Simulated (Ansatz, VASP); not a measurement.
# BN: VASP beside Ansatz

Contents of INCAR:

```
  PREC = Accurate
  ENCUT = 520
  EDIFF = 1E-7
  ISMEAR = 0
  SIGMA = 0.01
  LREAL = False
  LASPH = True
  NELM = 80
  ALGO = Normal
  ISIF = 2
  LWAVE = False
  LCHARG = False
  GGA = PE
  NBANDS = 11
```

KPOINTS

```
Automatic mesh
0
Gamma
  12 12 12
```

POSCAR

```
BN
1.0
    0.0000000000      1.8243412155      1.8243412155
    1.8243412155      0.0000000000      1.8243412155
    1.8243412155      1.8243412155      0.0000000000
B N
1 1
Direct
    0.0000000000      0.0000000000      0.0000000000
    0.7500000000      0.7500000000      0.7500000000
```

Input for Ansatz:

```yaml
crystal:
  lattice:
    - [0.0, 1.8243412155, 1.8243412155]
    - [1.8243412155, 0.0, 1.8243412155]
    - [1.8243412155, 1.8243412155, 0.0]
  atoms:
    - { symbol: B, position: [0.0, 0.0, 0.0] }
    - { symbol: "N", position: [0.75, 0.75, 0.75] }
basis:
  ecutwfc: 420
kpoints:
  mp_grid: { grid: [12, 12, 12] }
hamiltonian:
  xc: pbe
scf:
  occupations: { method: fixed }
output:
  forces: true
  stress: true
  eigenvalues: true
```

Alike in both runs: task single point; functional PBE; k mesh 12 × 12 × 12; no spin polarisation.

|  | VASP | Ansatz |
| --- | --- | --- |
| version | VASP 6.6.1 | Ansatz 0.2.0 |
| potentials or method | VASP PAW PBE potentials, release 64 (B, N), cutoff 520 eV | scalar-relativistic, plane waves, PAW |
| occupations | gaussian, width 0.01 eV | fixed |
| valence electrons in the cell | 8 | 8 |

|  | VASP | Ansatz | Ansatz less VASP |
| --- | --- | --- | --- |
| gap on the k mesh at the Fermi level (eV) | 4.43 | 4.44 | +0.011 |
| least direct gap on the mesh (eV) | 8.69 | 8.70 | +0.010 |
| pressure (GPa) | -6.9 | -7.1 | -0.17 |
